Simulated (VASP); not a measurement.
ZrN:

```xyz
2
Lattice="0.0000 2.2743 2.2743 2.2743 0.0000 2.2743 2.2743 2.2743 0.0000" Properties=species:S:1:pos:R:3 pbc="T T T"
Zr    0.0000    0.0000    0.0000
N     2.2743    2.2743    2.2743
```

Program: VASP 6.6.1. Alike in all runs: task single point; level PBE; potentials or basis VASP PAW PBE potentials, release 64 (Zr_sv, N); spin collinear; cell as given; k mesh 18 × 18 × 18; cutoff (eV) 600; smearing gaussian 0.15 eV.

Problem. Order these runs on this cell by their pressure, lowest first.
A. fixed moment (μB) 0.8
B. fixed moment (μB) 1.0
C. fixed moment (μB) 0.4

Solution. C (9.2 GPa), A (12.4 GPa), B (14.9 GPa).

Caveats: the cell stands under pressure; the total moment is fixed, so each spin has its own Fermi level and the state may be an excited one.
